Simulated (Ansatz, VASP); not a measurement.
# SiC in VASP and in Ansatz

Contents of POSCAR:

```
SiC
1.0
    3.0751950076      0.0000000000      0.0000000000
   -1.5375975038      2.6631969982      0.0000000000
    0.0000000000      0.0000000000      4.6443135044
Si C
2 2
Direct
    0.3333333333      0.6666666667      0.0046028828
    0.6666666667      0.3333333333      0.5046028828
    0.3333333333      0.6666666667      0.3803971172
    0.6666666667      0.3333333333      0.8803971172
```

Contents of INCAR.step1:

```
PREC = Accurate
ENCUT = 520
ISMEAR = 0
SIGMA = 0.05
LREAL = False
LASPH = True
NELM = 100
NBANDS = 16
GGA = PE
ALGO = Normal
EDIFF = 1E-4
LWAVE = True
LCHARG = False
```

INCAR.step2

```
PREC = Accurate
ENCUT = 520
EDIFF = 1E-6
ISMEAR = 0
SIGMA = 0.05
LREAL = False
LASPH = True
NELM = 100
ALGO = Normal
ISIF = 2
LWAVE = False
LCHARG = False
METAGGA = R2SCAN
LMIXTAU = True
NBANDS = 16
ISTART = 1
```

Contents of KPOINTS:

```
regular mesh
0
Gamma
  12 12 6
```

Input for Ansatz:

```yaml
crystal:
  lattice:
    - [3.0751950076, 0.0, 0.0]
    - [-1.5375975038, 2.6631969982, 0.0]
    - [0.0, 0.0, 4.6443135044]
  atoms:
    - { symbol: Si, position: [0.3333333333, 0.6666666667, 0.0046028828] }
    - { symbol: Si, position: [0.6666666667, 0.3333333333, 0.5046028828] }
    - { symbol: C, position: [0.3333333333, 0.6666666667, 0.3803971172] }
    - { symbol: C, position: [0.6666666667, 0.3333333333, 0.8803971172] }
basis:
  ecutwfc: 500
kpoints:
  mp_grid: { grid: [12, 12, 6] }
hamiltonian:
  xc: r2scan
scf:
  occupations: { method: gaussian, width: 0.05 }
output:
  forces: true
  stress: true
  eigenvalues: true
  write_density: true
  write_potential: true
  elf: true
  volumetric_format: npy
```

Change from the starting cell: strain +0.000 along x and y, -0.080 along z, atoms carried along.

Alike in both runs: task single point; functional r2SCAN; k mesh 12 × 12 × 6; occupations gaussian, width 0.05 eV; no spin polarisation.

```csv
,VASP,Ansatz
version,VASP 6.6.1,Ansatz 0.2.0
potentials or method,"VASP PAW PBE potentials, release 64 (Si, C), cutoff 520 eV","scalar-relativistic, plane waves, PAW"
valence electrons in the cell,16,16
```

|  | VASP | Ansatz | Ansatz less VASP |
| --- | --- | --- | --- |
| gap on the k mesh at the Fermi level (eV) | 2.54 | 2.54 | -0.002 |
| least direct gap on the mesh (eV) | 3.82 | 3.81 | -0.006 |
| pressure (GPa) | 24.1 | 24.3 | +0.27 |
| traceless stress, the component that is largest in VASP (GPa) | 41.87 | 41.72 | -0.153 |
| rms of the force components (eV/Å) | 0.958 | 0.966 | +0.0081 |

VASP's potentials were made for PBE, not for r2SCAN. Atom by atom the forces differ by 0.008 eV/Å (rms over components).
